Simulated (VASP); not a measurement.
# SiC (P6_3mc) in VASP: further runs

SiC is run at these levels: PBE; tasks: single point.

All numbers are computed with VASP 6.6.1; they aren't measurements. Logs are shortened: lines on timing, memory, paths and dates and some standing lists are left out, and cuts for length are marked.

### 1 The cell of the first run

The structure is hexagonal, space group P6_3mc (No. 186). Conventional cell: a = 2.970 Å, b = 2.970 Å, c = 10.129 Å, α = 90.00°, β = 90.00°, γ = 120.00°. Si (site symmetry 3m) has 4 C at 1.83 to 1.90 Å within 2.4 Å. Si (site symmetry 3m) has 4 C at 1.83 to 1.90 Å within 2.4 Å. C (site symmetry 3m) has 4 Si at 1.83 to 1.90 Å within 2.4 Å. C (site symmetry 3m) has 4 Si at 1.83 to 1.90 Å within 2.4 Å.

### 2 Single point, PBE (strain -0.040 along x and y, +0.000 along z)

The input, INCAR:

```
ALGO = Normal
EDIFF = 1E-6
ENCUT = 520
GGA = PE
ISIF = 2
ISMEAR = 0
LASPH = T
LCHARG = T
LELF = T
LREAL = F
LVHAR = T
LWAVE = F
NBANDS = 26
NELM = 80
PREC = Accurate
SIGMA = 0.05
```

The input, KPOINTS:

```
k-points
0
Gamma
  12 12 4
```

The input, POSCAR:

```
SiC
1.0
    2.9703553735      0.0000000000      0.0000000000
   -1.4851776867      2.5724032117      0.0000000000
    0.0000000000      0.0000000000     10.1293391985
Si C
4 4
Direct
    0.6666666667      0.3333333333      0.9378441878
    0.3333333333      0.6666666667      0.4378441878
    0.0000000000      0.0000000000      0.6878995565
    0.0000000000      0.0000000000      0.1878995565
    0.6666666667      0.3333333333      0.7498074459
    0.3333333333      0.6666666667      0.2498074459
    0.0000000000      0.0000000000      0.5004478098
    0.0000000000      0.0000000000      0.0004478098
```

Potentials or basis: VASP PAW PBE potentials, release 64 (Si, C).

Launch:

```sh
> cat potpaw_PBE.64/Si/POTCAR potpaw_PBE.64/C/POTCAR > POTCAR
> mpirun -np 1 vasp_std > vasp.out
```

OUTCAR:

```text
EDIFF = 1E-6
   ENCUT = 520
   GGA = PE
   ISIF = 2
   ISMEAR = 0
   LASPH = T
   LREAL = F
   NELM = 80
   PREC = Accurate

 ion  position               nearest neighbor table
   1  0.667  0.333  0.938-   8 1.83   8 1.83   8 1.83   5 1.90   3 3.06   3 3.06   3 3.06   4 3.06
                             4 3.06   4 3.06
   2  0.333  0.667  0.438-   7 1.83   7 1.83   7 1.83   6 1.90   4 3.06   4 3.06   4 3.06   3 3.06
                             3 3.06   3 3.06
   3  0.000  0.000  0.688-   5 1.83   5 1.83   5 1.83   7 1.90   1 3.06   1 3.06   1 3.06   2 3.06
                             2 3.06   2 3.06
   4  0.000  0.000  0.188-   6 1.83   6 1.83   6 1.83   8 1.90   2 3.06   2 3.06   2 3.06   1 3.06
                             1 3.06   1 3.06
   5  0.667  0.333  0.750-   3 1.83   3 1.83   3 1.83   1 1.90
   6  0.333  0.667  0.250-   4 1.83   4 1.83   4 1.83   2 1.90
   7  0.000  0.000  0.500-   2 1.83   2 1.83   2 1.83   3 1.90
   8  0.000  0.000  0.000-   1 1.83   1 1.83   1 1.83   4 1.90

  LATTYP: Found a hexagonal cell.
 ALAT       =     2.9703553735
 C/A-ratio  =     3.4101438800

  Lattice vectors:

 A1 = (   2.9703553735,   0.0000000000,   0.0000000000)
 A2 = (  -1.4851776867,   2.5724032117,   0.0000000000)
 A3 = (   0.0000000000,   0.0000000000,  10.1293391985)

Analysis of symmetry for initial positions (statically):
=====================================================================
 Subroutine PRICEL returns:
 Original cell was already a primitive cell.

 Routine SETGRP: Setting up the symmetry group for a
 hexagonal supercell.

 Subroutine GETGRP returns: Found 12 space group operations
 (whereof  6 operations were pure point group operations)
 out of a pool of 24 trial point group operations.

The static configuration has the point symmetry C_3v.
 The point group associated with its full space group is C_6v.

Analysis of symmetry for dynamics (positions and initial velocities):
=====================================================================
 Subroutine PRICEL returns:
 Original cell was already a primitive cell.

 Routine SETGRP: Setting up the symmetry group for a
 hexagonal supercell.

 Subroutine GETGRP returns: Found 12 space group operations
 (whereof  6 operations were pure point group operations)
 out of a pool of 24 trial point group operations.

The dynamic configuration has the point symmetry C_3v.
 The point group associated with its full space group is C_6v.

 Subroutine INISYM returns: Found 12 space group operations
 (whereof  6 operations are pure point group operations),
 and found     1 'primitive' translations

----------------------------------------------------------------------------------------

                                     Primitive cell

  volume of cell :      77.3978

  direct lattice vectors                    reciprocal lattice vectors
     2.970355373  0.000000000  0.000000000     0.336660054  0.194370773  0.000000000
    -1.485177687  2.572403212  0.000000000     0.000000000  0.388741545  0.000000000
     0.000000000  0.000000000 10.129339199     0.000000000  0.000000000  0.098723123

  length of vectors
     2.970355373  2.970355373 10.129339199     0.388741545  0.388741545  0.098723123

  position of ions in fractional coordinates (direct lattice)
     0.666666667  0.333333333  0.937844188
     0.333333333  0.666666667  0.437844188
     0.000000000  0.000000000  0.687899556
     0.000000000  0.000000000  0.187899556
     0.666666667  0.333333333  0.749807446
     0.333333333  0.666666667  0.249807446
     0.000000000  0.000000000  0.500447810
     0.000000000  0.000000000  0.000447810

  ion indices of the primitive-cell ions
   primitive index   ion index
                 1           1
                 2           2
                 3           3
                 4           4
                 5           5
                 6           6
                 7           7
                 8           8

----------------------------------------------------------------------------------------

 KPOINTS: k-points

Automatic generation of k-mesh.
 Grid dimensions read from file:
 generate k-points for:   12   12    4

 Generating k-lattice:

  Cartesian coordinates                     Fractional coordinates (reciprocal lattice)
     0.028055004  0.016197564  0.000000000     0.083333333 -0.000000000  0.000000000
     0.000000000  0.032395129  0.000000000     0.000000000  0.083333333  0.000000000
     0.000000000  0.000000000  0.024680781     0.000000000  0.000000000  0.250000000

  Length of vectors
     0.032395129  0.032395129  0.024680781

  Shift w.r.t. Gamma in fractional coordinates (k-lattice)
     0.000000000  0.000000000  0.000000000

 Subroutine IBZKPT returns following result:
 ===========================================

 Found     57 irreducible k-points:

 Following reciprocal coordinates:
            Coordinates               Weight
  0.000000  0.000000  0.000000      1.000000
  0.083333 -0.000000  0.000000      6.000000
  0.166667  0.000000  0.000000      6.000000
  0.250000 -0.000000  0.000000      6.000000
  0.333333 -0.000000  0.000000      6.000000
  0.416667  0.000000  0.000000      6.000000
[... 16 lines left out ...]
  0.250000 -0.000000  0.250000     12.000000
  0.333333 -0.000000  0.250000     12.000000
 [... further k-points ...]
   k-points           NKPTS =     57   k-points in BZ     NKDIM =     57   number of bands    NBANDS=     26
   number of dos      NEDOS =    301   number of ions     NIONS =      8
   total plane-waves  NPLWV =  46080
   dimension x,y,z NGX =    24 NGY =   24 NGZ =   80
   dimension x,y,z NGXF=    48 NGYF=   48 NGZF=  160
   ions per type =               4   4
   NGX,Y,Z   is equivalent  to a cutoff of  13.43, 13.43, 13.13 a.u.
   NGXF,Y,Z  is equivalent  to a cutoff of  26.86, 26.86, 26.26 a.u.
 SYSTEM =  unknown system
   PREC   = accura    normal or accurate (medium, high low for compatibility)
   ISTART =      0    job   : 0-new  1-cont  2-samecut
   ICHARG =      2    charge: 1-file 2-atom 10-const
   ISPIN  =      1    spin polarized calculation?
   LNONCOLLINEAR =      F non collinear calculations
   LSORBIT =      F    spin-orbit coupling
   LASPH  =      T    aspherical Exc in radial PAW
   ENCUT  =  520.0 eV  38.22 Ry    6.18 a.u.   5.52  5.52 18.83*2*pi/ulx,y,z
   NELM   =     80;   NELMIN=  2; NELMDL= -5     # of ELM steps
   EDIFF  = 0.1E-05   stopping-criterion for ELM
   LREAL  =      F    real-space projection
   EDIFFG = 0.1E-04   stopping-criterion for IOM
   NSW    =      0    number of steps for IOM
   IBRION =     -1    ionic relax: 0-MD 1-quasi-New 2-CG
   NFREE  =      0    steps in history (QN), initial steepest desc. (CG)
   ISIF   =      2    stress and relaxation
   ISYM   =      2    0-nonsym 1-usesym 2-fastsym
   POTIM  = 0.5000    time-step for ionic-motion
   TEBEG  =    0.0;   TEEND  =   0.0 temperature during run
   PSTRESS=    0.0 pullay stress
   NELECT =      32.0000    total number of electrons
   NUPDOWN=      -1.0000    fix difference up-down
   EMIN   =  10.00;   EMAX   =-10.00  energy-range for DOS
   EFERMI =   0.00;   METHOD = LEGACY
   ISMEAR =     0;   SIGMA  =   0.05  broadening in eV -4-tet -1-fermi 0-gaus
   EFERMI_NEDOS =   21; number of points for ismear=-14 and -15
   IALGO  =     38    algorithm
   IMIX   =      4    mixing-type and parameters
     AMIX     =   0.40;   BMIX     =  1.00
     AMIX_MAG =   1.60;   BMIX_MAG =  1.00
  volume/ion in A,a.u.               =       9.67        65.29
  Fermi-wavevector in a.u.,A,eV,Ry     =   1.219594  2.304699 20.237437  1.487410
  Thomas-Fermi vector in A             =   2.354841
   LORBIT       =      0    0 simple, 1 ext, 2 COOP (PROOUT), +10 PAW based schemes
   GGA     = PE    functional components
   LHFCALC =     F    Hartree Fock is set to
   AEXX    =    0.0000 exact exchange contribution
   IVDW    =     0    specifies the selected vdW correction
   LEPSILON=     F    determine dielectric tensor
   LRPA    =     F    only Hartree local field effects (RPA)
 non-spin polarized calculation
 Gauss-broadening in eV      SIGMA  =   0.05
  energy-cutoff  :      520.00
  volume of cell :       77.40
 maximum number of plane-waves:      2126
 NGX is ok and might be reduce to    24
   NGX = 11   NGY = 11   NGZ = 37

 number of electron      32.0000002 magnetization

 Free energy of the ion-electron system (eV)
  ---------------------------------------------------
  ext. energy  EPLUGINS =         0.00000000
  ---------------------------------------------------
  free energy    TOTEN  =       -59.67990237 eV

  energy without entropy =      -59.67990237  energy(sigma->0) =      -59.67990237

 E-fermi :   9.3242     XC(G=0): -11.6496

 val. band max:        9.0297223559   @ k =   0.0000   0.0000   0.0000
 cond. band min:      11.0417314395   @ k =   0.5000  -0.0000   0.0000
 fundamental gap:      2.0120090836
 Fermi energy:         9.3241570012

 k-point     1 :       0.0000    0.0000    0.0000
  band No.  band energies     occupation
      1      -7.0773      2.00000
      2      -5.9112      2.00000
      3      -5.8855      2.00000
      4      -3.5940      2.00000
      5      -0.1176      2.00000
      6       4.1140      2.00000
[... 18 lines left out ...]
     25      17.1070      0.00000
     26      17.6264      0.00000

 k-point     2 :       0.0833   -0.0000    0.0000
  band No.  band energies     occupation
      1      -6.9461      2.00000
      2      -5.7838      2.00000
      3      -5.7576      2.00000
      4      -3.4801      2.00000
      5       0.0069      2.00000
      6       4.1816      2.00000
[... 18 lines left out ...]
     25      17.1345      0.00000
     26      17.5030      0.00000

 k-point     3 :       0.1667    0.0000    0.0000
  band No.  band energies     occupation
      1      -6.5554      2.00000
      2      -5.4054      2.00000
      3      -5.3776      2.00000
      4      -3.1462      2.00000
      5       0.3728      2.00000
      6       4.3005      2.00000
[... 18 lines left out ...]
     25      17.7418      0.00000
     26      18.0467      0.00000

 k-point     4 :       0.2500   -0.0000    0.0000
  band No.  band energies     occupation
      1      -5.9157      2.00000
      2      -4.7909      2.00000
      3      -4.7594      2.00000
      4      -2.6249      2.00000
      5       0.9439      2.00000
      6       3.6443      2.00000
[... 18 lines left out ...]
     25      17.9783      0.00000
     26      18.7054      0.00000

 k-point     5 :       0.3333   -0.0000    0.0000
  band No.  band energies     occupation
      1      -5.0522      2.00000
      2      -3.9797      2.00000
      3      -3.9392      2.00000
      4      -2.0216      2.00000
      5       1.4503      2.00000
      6       2.1549      2.00000
[... 18 lines left out ...]
     25      17.6521      0.00000
     26      18.2923      0.00000

 k-point     6 :       0.4167    0.0000    0.0000
  band No.  band energies     occupation
      1      -4.0371      2.00000
      2      -3.1109      2.00000
      3      -3.0358      2.00000
      4      -1.7024      2.00000
      5       0.6668      2.00000
      6       1.0857      2.00000
[... 427 lines left out ...]
 k-point    21 :       0.0833   -0.0000    0.2500
  band No.  band energies     occupation
      1      -6.8708      2.00000
      2      -6.2766      2.00000
      3      -5.1471      2.00000
      4      -3.7920      2.00000
      5       0.4437      2.00000
      6       2.7713      2.00000
[... 18 lines left out ...]
     25      17.1484      0.00000
     26      17.2651      0.00000

 k-point    22 :       0.1667    0.0000    0.2500
  band No.  band energies     occupation
      1      -6.4807      2.00000
      2      -5.8920      2.00000
      3      -4.7759      2.00000
      4      -3.4478      2.00000
      5       0.7915      2.00000
      6       3.0130      2.00000
[... 18 lines left out ...]
     25      17.7889      0.00000
     26      18.1194      0.00000

 k-point    23 :       0.2500   -0.0000    0.2500
  band No.  band energies     occupation
      1      -5.8423      2.00000
      2      -5.2647      2.00000
      3      -4.1760      2.00000
      4      -2.9050      2.00000
      5       1.3133      2.00000
      6       3.1104      2.00000
[... 18 lines left out ...]
     25      18.3227      0.00000
     26      18.7019      0.00000

 k-point    24 :       0.3333   -0.0000    0.2500
  band No.  band energies     occupation
      1      -4.9814      2.00000
      2      -4.4262      2.00000
      3      -3.3960      2.00000
      4      -2.2545      2.00000
      5       1.5676      2.00000
      6       2.1091      2.00000
[... 18 lines left out ...]
     25      17.9364      0.00000
     26      18.6860      0.00000

 [... further k-points ...]
[... 5 lines left out ...]
  --------------------------------------------------------------------------------------
  -------------------------------------------------------------------------------------
  Total       14.4005826     14.4005826      1.6022199      0.0000000      0.0000000      0.0000000
  in kB      298.1000677    298.1000677     33.1668427      0.0000000      0.0000000      0.0000000
  external PRESSURE =     209.7889927 kB  Pullay stress =       0.0000000 kB

 VOLUME and BASIS-vectors are now :
 -----------------------------------------------------------------------------
  energy-cutoff  :      520.00
  volume of cell :       77.40
      direct lattice vectors                 reciprocal lattice vectors
     2.970355373  0.000000000  0.000000000     0.336660054  0.194370773  0.000000000
    -1.485177687  2.572403212  0.000000000     0.000000000  0.388741545  0.000000000
     0.000000000  0.000000000 10.129339199     0.000000000  0.000000000  0.098723123

 POSITION                                       TOTAL-FORCE (eV/Angst)
 -----------------------------------------------------------------------------------
      1.48518      0.85747      9.49974         0.000000     -0.000000     -0.487845
     -0.00000      1.71494      4.43507         0.000000     -0.000000     -0.487845
      0.00000      0.00000      6.96797        -0.000000     -0.000000     -0.511802
      0.00000      0.00000      1.90330         0.000000      0.000000     -0.511802
      1.48518      0.85747      7.59505         0.000000     -0.000000      0.523544
     -0.00000      1.71494      2.53038        -0.000000      0.000000      0.523544
      0.00000      0.00000      5.06921        -0.000000      0.000000      0.476104
      0.00000      0.00000      0.00454         0.000000     -0.000000      0.476104
 -----------------------------------------------------------------------------------
    total drift:                               -0.000000     -0.000000     -0.000051

  FREE ENERGIE OF THE ION-ELECTRON SYSTEM (eV)
  ---------------------------------------------------
  free  energy   TOTEN  =       -59.6799023745 eV

  energy  without entropy=      -59.6799023745  energy(sigma->0) =      -59.67990237
```

Run time: 73 s. Hardware: 1 thread of AMD EPYC 9R45 (Zen 5), shared host; peak memory 0.21 GiB.

Results:

| Item | Value |
| --- | --- |
| Free energy | -59.6799 eV |
| Pressure | 21.0 GPa |
| Largest force | 0.524 eV/Å |
| Band gap on the k mesh | 2.01 eV, indirect (least direct gap 3.28 eV) |

Forces on the atoms (eV/Å):
```
Si   0.000  0.000 -0.488
Si   0.000  0.000 -0.488
Si   0.000  0.000 -0.512
Si   0.000  0.000 -0.512
C    0.000  0.000  0.524
C    0.000  0.000  0.524
C    0.000  0.000  0.476
C    0.000  0.000  0.476
```

Stress tensor (GPa, compression positive):
```
29.81  0.00  0.00
 0.00 29.81  0.00
 0.00  0.00  3.32
```

Levels at points of the mesh, in eV from the valence-band top:
```
           k point  band 14  band 15  band 16  band 17  band 18  band 19
(0.00, 0.00, 0.00)    -0.34     0.00     0.00     6.00     6.31     6.72
(0.50, 0.00, 0.00)    -2.40    -1.83    -1.27     2.01     2.46     4.50
(0.00, 0.00, 0.50)    -0.17    -0.17    -0.17     6.42     6.42     7.26
(0.50, 0.00, 0.50)    -2.74    -1.65    -1.65     2.65     2.65     4.25
```

Caveat: the cell differs from its parent crystal (strain -0.040 along x and y, +0.000 along z). A k mesh can miss the band edges.

(Part 1 of 2 ends here.)
